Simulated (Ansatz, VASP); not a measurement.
# HgTe in VASP and in Ansatz

```
CELL_PARAMETERS angstrom
0.00000 3.20364 3.20364
3.20364 0.00000 3.20364
3.20364 3.20364 0.00000
ATOMIC_POSITIONS crystal
Hg 0.00000 0.00000 0.00000
Te 0.25000 0.25000 0.25000
```

Change from the starting cell: hydrostatic strain -2.6%.

Alike in both runs: task single point; functional HSE06; k mesh 4 × 4 × 4; occupations fermi-dirac, width 0.02 eV; no spin polarisation.

|  | VASP | Ansatz |
| --- | --- | --- |
| version | VASP 6.6.1 | Ansatz 0.2.0 |
| potentials or method | VASP PAW PBE potentials, release 64 (Hg, Te) | plane waves, PAW |
| plane-wave cutoff (eV) | 520 | 420 |
| valence electrons in the cell | 18 | 36 |

```tsv
	VASP	Ansatz	Ansatz less VASP
pressure (GPa)	4.0	3.8	-0.15
```

With one functional, cell and mesh, what is left measures potentials, basis and numerics. VASP's potentials hold 18 valence electrons a cell and Ansatz's 36, so a difference there can come from the potentials and not from the codes. Ansatz's warnings: stress exchange threshold loose, stress scf threshold loose.

The k mesh is coarse, so the values compare programs but aren't converged. Spin-orbit coupling is off throughout.
